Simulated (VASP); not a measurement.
# GaAs (F-43m) in VASP: single point with PBE

Aim: the single point of GaAs with PBE.

Program: VASP 6.6.1. These are calculated values, not measurements. Logs are shortened: lines on timing, memory, paths and dates and some standing lists are left out, and cuts for length are marked.

## (1) The cell of the first run

It takes space group F-43m (No. 216, cubic). Conventional cell: a = 5.666 Å, b = 5.666 Å, c = 5.666 Å, α = 90.00°, β = 90.00°, γ = 90.00°. Ga (site symmetry -43m) has 4 As at 2.45 Å within 3.2 Å. Within 3.2 Å of As (site symmetry -43m) lie 4 Ga at 2.45 Å.

## (2) Single point, PBE

Input file INCAR:

```
SYSTEM = GaAs
ALGO = Normal
EDIFF = 1E-6
ENCUT = 510
GGA = PE
GGA_COMPAT = .FALSE.
ISIF = 2
ISMEAR = -1
LASPH = .TRUE.
LCHARG = .FALSE.
LREAL = .FALSE.
LWAVE = .FALSE.
NBANDS = 21
NELM = 120
PREC = Accurate
SIGMA = 0.02
```

Input file KPOINTS:

```
k-points
0
G
  8 8 8
  0 0 0
```

Input file POSCAR:

```
GaAs
1.0
    0.0000000000      2.8330850953      2.8330850953
    2.8330850953      0.0000000000      2.8330850953
    2.8330850953      2.8330850953      0.0000000000
Ga As
1 1
Direct
    0.0000000000      0.0000000000      0.0000000000
    0.2500000000      0.2500000000      0.2500000000
```

Potentials or basis: VASP PAW PBE potentials, release 64 (Ga_d, As_d).

Launch:

```console
$ cat potpaw_PBE.64/Ga_d/POTCAR potpaw_PBE.64/As_d/POTCAR > POTCAR
$ mpirun -np 1 vasp_std > vasp.out
```

OUTCAR:

```text
SYSTEM = GaAs
   EDIFF = 1E-6
   ENCUT = 510
   GGA = PE
   ISIF = 2
   ISMEAR = -1
   LASPH = .TRUE.
   LREAL = .FALSE.
   NELM = 120
   PREC = Accurate

 ion  position               nearest neighbor table
   1  0.000  0.000  0.000-   2 2.45   2 2.45   2 2.45   2 2.45
   2  0.250  0.250  0.250-   1 2.45   1 2.45   1 2.45   1 2.45

  LATTYP: Found a face centered cubic cell.
 ALAT       =     5.6661701906

  Lattice vectors:

 A1 = (   0.0000000000,   2.8330850953,   2.8330850953)
 A2 = (   2.8330850953,   0.0000000000,   2.8330850953)
 A3 = (   2.8330850953,   2.8330850953,   0.0000000000)

Analysis of symmetry for initial positions (statically):
=====================================================================
 Subroutine PRICEL returns:
 Original cell was already a primitive cell.

 Routine SETGRP: Setting up the symmetry group for a
 face centered cubic supercell.

 Subroutine GETGRP returns: Found 24 space group operations
 (whereof 24 operations were pure point group operations)
 out of a pool of 48 trial point group operations.

The static configuration has the point symmetry T_d .

Analysis of symmetry for dynamics (positions and initial velocities):
=====================================================================
 Subroutine PRICEL returns:
 Original cell was already a primitive cell.

 Routine SETGRP: Setting up the symmetry group for a
 face centered cubic supercell.

 Subroutine GETGRP returns: Found 24 space group operations
 (whereof 24 operations were pure point group operations)
 out of a pool of 48 trial point group operations.

The dynamic configuration has the point symmetry T_d .

 Subroutine INISYM returns: Found 24 space group operations
 (whereof 24 operations are pure point group operations),
 and found     1 'primitive' translations

----------------------------------------------------------------------------------------

                                     Primitive cell

  volume of cell :      45.4788

  direct lattice vectors                    reciprocal lattice vectors
     0.000000000  2.833085095  2.833085095    -0.176486051  0.176486051  0.176486051
     2.833085095  0.000000000  2.833085095     0.176486051 -0.176486051  0.176486051
     2.833085095  2.833085095  0.000000000     0.176486051  0.176486051 -0.176486051

  length of vectors
     4.006587365  4.006587365  4.006587365     0.305682807  0.305682807  0.305682807

  position of ions in fractional coordinates (direct lattice)
     0.000000000  0.000000000  0.000000000
     0.250000000  0.250000000  0.250000000

  ion indices of the primitive-cell ions
   primitive index   ion index
                 1           1
                 2           2

----------------------------------------------------------------------------------------

 KPOINTS: k-points

Automatic generation of k-mesh.
 Grid dimensions read from file:
 generate k-points for:    8    8    8

 Generating k-lattice:

  Cartesian coordinates                     Fractional coordinates (reciprocal lattice)
    -0.022060756  0.022060756  0.022060756     0.125000000  0.000000000  0.000000000
     0.022060756 -0.022060756  0.022060756     0.000000000  0.125000000  0.000000000
     0.022060756  0.022060756 -0.022060756     0.000000000  0.000000000  0.125000000

  Length of vectors
     0.038210351  0.038210351  0.038210351

  Shift w.r.t. Gamma in fractional coordinates (k-lattice)
     0.000000000  0.000000000  0.000000000

 Subroutine IBZKPT returns following result:
 ===========================================

 Found     29 irreducible k-points:

 Following reciprocal coordinates:
            Coordinates               Weight
  0.000000  0.000000  0.000000      1.000000
  0.125000  0.000000  0.000000      8.000000
  0.250000  0.000000  0.000000      8.000000
  0.375000  0.000000  0.000000      8.000000
  0.500000  0.000000  0.000000      4.000000
  0.125000  0.125000  0.000000      6.000000
[... 16 lines left out ...]
  0.500000  0.250000  0.125000     48.000000
 -0.375000  0.250000  0.125000     24.000000
 [... further k-points ...]
   k-points           NKPTS =     29   k-points in BZ     NKDIM =     29   number of bands    NBANDS=     21
   number of dos      NEDOS =    301   number of ions     NIONS =      2
   total plane-waves  NPLWV =  27000
   dimension x,y,z NGX =    30 NGY =   30 NGZ =   30
   dimension x,y,z NGXF=    60 NGYF=   60 NGZF=   60
   ions per type =               1   1
   NGX,Y,Z   is equivalent  to a cutoff of  12.45, 12.45, 12.45 a.u.
   NGXF,Y,Z  is equivalent  to a cutoff of  24.90, 24.90, 24.90 a.u.
 SYSTEM =  GaAs
   PREC   = accura    normal or accurate (medium, high low for compatibility)
   ISTART =      0    job   : 0-new  1-cont  2-samecut
   ICHARG =      2    charge: 1-file 2-atom 10-const
   ISPIN  =      1    spin polarized calculation?
   LNONCOLLINEAR =      F non collinear calculations
   LSORBIT =      F    spin-orbit coupling
   LASPH  =      T    aspherical Exc in radial PAW
   ENCUT  =  510.0 eV  37.48 Ry    6.12 a.u.   7.38  7.38  7.38*2*pi/ulx,y,z
   NELM   =    120;   NELMIN=  2; NELMDL= -5     # of ELM steps
   EDIFF  = 0.1E-05   stopping-criterion for ELM
   LREAL  =      F    real-space projection
   EDIFFG = 0.1E-04   stopping-criterion for IOM
   NSW    =      0    number of steps for IOM
   IBRION =     -1    ionic relax: 0-MD 1-quasi-New 2-CG
   NFREE  =      0    steps in history (QN), initial steepest desc. (CG)
   ISIF   =      2    stress and relaxation
   ISYM   =      2    0-nonsym 1-usesym 2-fastsym
   POTIM  = 0.5000    time-step for ionic-motion
   TEBEG  =    0.0;   TEEND  =   0.0 temperature during run
   PSTRESS=    0.0 pullay stress
   NELECT =      28.0000    total number of electrons
   NUPDOWN=      -1.0000    fix difference up-down
   EMIN   =  10.00;   EMAX   =-10.00  energy-range for DOS
   EFERMI =   0.00;   METHOD = LEGACY
   ISMEAR =    -1;   SIGMA  =   0.02  broadening in eV -4-tet -1-fermi 0-gaus
   EFERMI_NEDOS =   21; number of points for ismear=-14 and -15
   IALGO  =     38    algorithm
   IMIX   =      4    mixing-type and parameters
     AMIX     =   0.40;   BMIX     =  1.00
     AMIX_MAG =   1.60;   BMIX_MAG =  1.00
  volume/ion in A,a.u.               =      22.74       153.45
  Fermi-wavevector in a.u.,A,eV,Ry     =   1.392701  2.631823 26.390079  1.939616
  Thomas-Fermi vector in A             =   2.516418
   LORBIT       =      0    0 simple, 1 ext, 2 COOP (PROOUT), +10 PAW based schemes
   GGA     = PE    functional components
   LHFCALC =     F    Hartree Fock is set to
   AEXX    =    0.0000 exact exchange contribution
   IVDW    =     0    specifies the selected vdW correction
   LEPSILON=     F    determine dielectric tensor
   LRPA    =     F    only Hartree local field effects (RPA)
 non-spin polarized calculation
  energy-cutoff  :      510.00
  volume of cell :       45.48
 maximum number of plane-waves:      1243
 NGX is ok and might be reduce to    30
   NGX = 15   NGY = 15   NGZ = 15

 number of electron      28.0000006 magnetization

 Free energy of the ion-electron system (eV)
  ---------------------------------------------------
  ext. energy  EPLUGINS =         0.00000000
  ---------------------------------------------------
  free energy    TOTEN  =        -8.26713155 eV

  energy without entropy =       -8.26713152  energy(sigma->0) =       -8.26713154

 E-fermi :   3.3204     XC(G=0):  -9.8848

 val. band max:        3.0757696557   @ k =   0.0000   0.0000   0.0000
 cond. band min:       3.5430407876   @ k =   0.0000   0.0000   0.0000
 fundamental gap:      0.4672711320
 Fermi energy:         3.3203799264

 k-point     1 :       0.0000    0.0000    0.0000
  band No.  band energies     occupation
      1     -32.0451      2.00000
      2     -32.0451      2.00000
      3     -32.0451      2.00000
      4     -32.0351      2.00000
      5     -32.0351      2.00000
      6     -11.7136      2.00000
[... 13 lines left out ...]
     20      13.2543      0.00000
     21      13.2543      0.00000

 k-point     2 :       0.1250    0.0000    0.0000
  band No.  band energies     occupation
      1     -32.0451      2.00000
      2     -32.0450      2.00000
      3     -32.0450      2.00000
      4     -32.0350      2.00000
      5     -32.0350      2.00000
      6     -11.7268      2.00000
[... 13 lines left out ...]
     20      12.3817      0.00000
     21      12.3817      0.00000

 k-point     3 :       0.2500    0.0000    0.0000
  band No.  band energies     occupation
      1     -32.0450      2.00000
      2     -32.0447      2.00000
      3     -32.0447      2.00000
      4     -32.0350      2.00000
      5     -32.0350      2.00000
      6     -11.7557      2.00000
[... 13 lines left out ...]
     20      12.1353      0.00000
     21      12.1353      0.00000

 k-point     4 :       0.3750    0.0000    0.0000
  band No.  band energies     occupation
      1     -32.0449      2.00000
      2     -32.0444      2.00000
      3     -32.0444      2.00000
      4     -32.0349      2.00000
      5     -32.0349      2.00000
      6     -11.7816      2.00000
[... 13 lines left out ...]
     20      13.2980      0.00000
     21      13.2980      0.00000

 k-point     5 :       0.5000    0.0000    0.0000
  band No.  band energies     occupation
      1     -32.0449      2.00000
      2     -32.0443      2.00000
      3     -32.0443      2.00000
      4     -32.0349      2.00000
      5     -32.0349      2.00000
      6     -11.7916      2.00000
[... 13 lines left out ...]
     20      14.9721      0.00000
     21      14.9721      0.00000

 k-point     6 :       0.1250    0.1250    0.0000
  band No.  band energies     occupation
      1     -32.0452      2.00000
      2     -32.0448      2.00000
      3     -32.0448      2.00000
      4     -32.0351      2.00000
      5     -32.0349      2.00000
      6     -11.7343      2.00000
[... 13 lines left out ...]
     20      11.9511      0.00000
     21      13.5094      0.00000

 k-point     7 :       0.2500    0.1250    0.0000
  band No.  band energies     occupation
      1     -32.0453      2.00000
      2     -32.0446      2.00000
      3     -32.0445      2.00000
      4     -32.0352      2.00000
      5     -32.0348      2.00000
      6     -11.7572      2.00000
[... 13 lines left out ...]
     20      13.1559      0.00000
     21      13.3182      0.00000
[... 291 lines left out ...]
      1     -32.0453      2.00000
      2     -32.0438      2.00000
      3     -32.0436      2.00000
      4     -32.0353      2.00000
      5     -32.0344      2.00000
      6     -11.8119      2.00000
[... 13 lines left out ...]
     20      13.6583      0.00000
     21      17.2969      0.00000

 k-point    21 :       0.5000    0.5000    0.0000
  band No.  band energies     occupation
      1     -32.0460      2.00000
      2     -32.0433      2.00000
      3     -32.0433      2.00000
      4     -32.0356      2.00000
      5     -32.0342      2.00000
      6     -11.8229      2.00000
[... 13 lines left out ...]
     20      16.3348      0.00000
     21      16.5270      0.00000

 k-point    22 :       0.3750    0.2500    0.1250
  band No.  band energies     occupation
      1     -32.0453      2.00000
      2     -32.0443      2.00000
      3     -32.0442      2.00000
      4     -32.0352      2.00000
      5     -32.0347      2.00000
      6     -11.7777      2.00000
[... 13 lines left out ...]
     20      14.0059      0.00000
     21      14.4874      0.00000

 k-point    23 :       0.5000    0.2500    0.1250
  band No.  band energies     occupation
      1     -32.0450      2.00000
      2     -32.0443      2.00000
      3     -32.0439      2.00000
      4     -32.0351      2.00000
      5     -32.0347      2.00000
      6     -11.7940      2.00000
[... 13 lines left out ...]
     20      13.9081      0.00000
     21      15.3466      0.00000

 k-point    24 :      -0.3750    0.2500    0.1250
  band No.  band energies     occupation
      1     -32.0448      2.00000
      2     -32.0444      2.00000
      3     -32.0438      2.00000
      4     -32.0350      2.00000
      5     -32.0347      2.00000
      6     -11.8001      2.00000
[... 13 lines left out ...]
     20      14.7003      0.00000
     21      15.2081      0.00000

 [... further k-points ...]
[... 5 lines left out ...]
  --------------------------------------------------------------------------------------
  -------------------------------------------------------------------------------------
  Total        0.7719262      0.7719262      0.7719262      0.0000000     -0.0000000     -0.0000000
  in kB       27.1942772     27.1942772     27.1942772      0.0000000     -0.0000000     -0.0000000
  external PRESSURE =      27.1942772 kB  Pullay stress =       0.0000000 kB

 VOLUME and BASIS-vectors are now :
 -----------------------------------------------------------------------------
  energy-cutoff  :      510.00
  volume of cell :       45.48
      direct lattice vectors                 reciprocal lattice vectors
     0.000000000  2.833085095  2.833085095    -0.176486051  0.176486051  0.176486051
     2.833085095  0.000000000  2.833085095     0.176486051 -0.176486051  0.176486051
     2.833085095  2.833085095  0.000000000     0.176486051  0.176486051 -0.176486051

 POSITION                                       TOTAL-FORCE (eV/Angst)
 -----------------------------------------------------------------------------------
      0.00000      0.00000      0.00000         0.000000     -0.000000     -0.000000
      1.41654      1.41654      1.41654        -0.000000      0.000000      0.000000
 -----------------------------------------------------------------------------------
    total drift:                               -0.000000     -0.000000     -0.000000

  FREE ENERGIE OF THE ION-ELECTRON SYSTEM (eV)
  ---------------------------------------------------
  free  energy   TOTEN  =        -8.2671315537 eV

  energy  without entropy=       -8.2671315247  energy(sigma->0) =       -8.26713154
```

Wall time 30 s (1 thread of Intel Xeon Platinum 8259CL at 2.50GHz (Skylake/Cascade Lake), shared host); peak memory 0.18 GiB.

What came out:

- Free energy: -8.2671 eV
- Pressure: 2.7 GPa
- Band gap on the k mesh: 0.47 eV

Levels at points of the mesh, in eV from the valence-band top:
| k point | band 12 | band 13 | band 14 | band 15 | band 16 | band 17 |
| --- | --- | --- | --- | --- | --- | --- |
| (0.00, 0.00, 0.00) | 0.00 | 0.00 | 0.00 | 0.47 | 3.74 | 3.74 |
| (0.50, 0.00, 0.00) | -6.60 | -1.13 | -1.13 | 0.98 | 4.64 | 4.64 |
| (0.50, 0.50, 0.00) | -6.78 | -2.65 | -2.65 | 1.48 | 1.67 | 10.13 |

Caveat: semilocal functionals underestimate gaps, and a narrow one can read as zero.
